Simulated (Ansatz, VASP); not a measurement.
# Hg in VASP and in Ansatz

```
Hg
1.0
     3.12498    0.00000    0.00000
     0.00000    3.12498    0.00000
     0.00000    0.00000    3.12498
Hg
1
Direct
  0.00000 0.00000 0.00000
```

Alike in both runs: task relaxation of cell and atoms; functional PBE; k mesh 12 × 12 × 12; occupations fermi-dirac, width 0.05 eV; no spin polarisation.

|  | VASP | Ansatz |
| --- | --- | --- |
| version | VASP 6.6.1 | Ansatz 0.2.0 |
| potentials or method | VASP PAW PBE potentials, release 64 (Hg_sv_GW) | PAW with Ansatz's default frozen-core files, scalar-relativistic |
| plane-wave cutoff (eV) | 550 | 420 |
| valence electrons in the cell | 20 | 20 |

|  | VASP | Ansatz | Ansatz less VASP |
| --- | --- | --- | --- |
| relaxed volume (Å³/atom) | 29.33 | 29.61 | +0.279 |
| relaxed length of the cell vector where the two differ most in proportion (Å) | 3.084 | 3.094 | +0.0098 |

Spin-orbit coupling is off throughout.
